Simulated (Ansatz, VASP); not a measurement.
**CuI: VASP beside Ansatz**

```
Cu I
1.0
     0.00000    2.93080    2.93080
     2.93080    0.00000    2.93080
     2.93080    2.93080    0.00000
Cu I
1 1
Direct
  0.00000 0.00000 0.00000
  0.25000 0.25000 0.25000
```

Alike in both runs: functional LDA; k mesh 8 × 8 × 8; occupations gaussian, width 0.02 eV; no spin polarisation.

Ansatz relaxed the structure, and its values are those at the end. VASP's run is a single point on that final structure, the one shown.

```csv
,VASP,Ansatz
version,VASP 6.6.1,Ansatz 0.2.0
potentials or method,"VASP PAW LDA potentials, release 64 (Cu, I), cutoff 600 eV","scalar-relativistic, plane waves, PAW"
valence electrons in the cell,18,36
```

```tsv
	VASP	Ansatz	Ansatz less VASP
gap on the k mesh at the Fermi level (eV)	1.29	1.22	-0.062
least direct gap on the mesh (eV)	1.29	1.22	-0.062
pressure (GPa)	0.2	0.0	-0.26
```

Ansatz warns that its potentials were made for another functional, while VASP's fit it. LDA's correlation is that of Perdew and Zunger in VASP and of Perdew and Wang (1992) in Ansatz. VASP's potentials hold 18 valence electrons a cell and Ansatz's 36, so a difference there can come from the potentials and not from the codes.

Spin-orbit coupling is off throughout.
